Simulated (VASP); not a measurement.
Here is a VASP 6.6.1 calculation.

Contents of INCAR:

```
SYSTEM = Mg4H
  PREC = Accurate
  ENCUT = 520
  EDIFF = 1E-6
  ISMEAR = 0
  SIGMA = 0.1
  LREAL = .FALSE.
  LASPH = .TRUE.
  NELM = 60
  ALGO = Normal
  ISIF = 2
  LWAVE = .FALSE.
  LCHARG = .TRUE.
  LDIPOL = .TRUE.
  IDIPOL = 3
  DIPOL = 0.5 0.5 0.338
  GGA = PS
  LELF = .TRUE.
  LVHAR = .TRUE.
  LVACPOTAV = .TRUE.
  NBANDS = 12
```

Contents of KPOINTS:

```
regular mesh
0
G
  8 5 1
  0 0 0
```

File POSCAR:

```
Mg4H
1.0
    3.1881999939      0.0000000000      0.0000000000
    0.0000000000      5.1084658709      0.0000000000
    0.0000000000      0.0000000000     19.1358427726
Mg H
4 1
Direct
    0.0000000000      0.7500000000      0.2090318178
    0.5000000000      0.2500000000      0.2571276385
    0.5000000000      0.7500000000      0.3576109084
    0.0000000000      0.2500000000      0.3990335238
    0.3750000000      0.2500000000      0.4650873154
```

Potentials or basis: VASP PAW PBE potentials, release 64 (Mg, H).

Run with:

```console
$ cat potpaw_PBE.64/Mg/POTCAR potpaw_PBE.64/H/POTCAR > POTCAR
$ mpirun -np 1 vasp_std > vasp.out
```

Task: What does it give for the band gap on the k mesh?

Result: Zero (an odd number of electrons rules out a gap without spin polarisation).

Task: Predict the largest force.

Result: 0.858 eV/Å.

Forces in eV/Å, atoms in the order of the input:
```
Mg   0.025  0.000  0.267
Mg   0.049  0.000 -0.158
Mg  -0.027  0.000 -0.197
Mg  -0.855  0.000  0.070
H    0.809  0.000  0.017
```

Caveat: the PAW data sets were made with another functional, which shifts forces and pressure a little.
